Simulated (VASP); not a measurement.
## Ga2BSb3: single point with PBE

The system is Ga2BSb3.

```
Ga B Sb
1.0
     9.43713    0.00000    0.00000
    -4.71856    8.17279    0.00000
     0.00000    0.00000    2.87033
Ga B Sb
2 1 3
Cartesian
  0.0000 5.4485 1.4352
  4.7186 2.7243 1.4352
  0.0000 0.0000 1.4352
  4.7186 0.0000 1.4352
  -2.3593 4.0864 1.4352
  2.3593 4.0864 1.4352
```

```json
{"Program": "VASP 6.6.1", "Task": "single point", "Functional": "PBE", "Potentials or basis": "VASP PAW PBE potentials, release 64 (Ga_d, B, Sb)", "Cutoff": "520 eV", "k mesh": "3 × 3 × 6", "Occupations": "gaussian, width 0.1 eV", "Spin": "no spin polarisation", "Dipole correction": "no", "Further INCAR settings": "ALGO = Normal; EDIFF = 1e-06; NBANDS = 31"}
```

```json
{"Pressure": "0.2 GPa", "Band gap on the k mesh": "zero (band 22 reaches 2.60 eV, above the bottom of band 23 at 1.53 eV)"}
```

Stress tensor (GPa, compression positive):
```
0.14 0.00 0.00
0.00 0.14 0.00
0.00 0.00 0.31
```

Levels at points of the mesh, in eV from the Fermi level:
| k point | band 19 | band 20 | band 21 | band 22 | band 23 | band 24 | band 25 | band 26 |
| --- | --- | --- | --- | --- | --- | --- | --- | --- |
| (0.00, 0.00, 0.00) | -1.79 | -1.79 | -1.09 | 0.13 | 0.13 | 1.40 | 1.40 | 2.73 |
| (0.00, 0.00, 0.50) | -1.52 | -1.40 | -1.02 | -1.02 | -0.62 | 0.40 | 1.03 | 1.03 |

Wall time 72 s on 1 thread of Intel(R) Xeon(R) 6975P-C (Granite Rapids), on a shared host, peak memory 0.38 GiB.

Caveat: the k points lie up to 0.36 Å⁻¹ apart; spin-orbit coupling is left out, which moves the levels of the heavy elements.
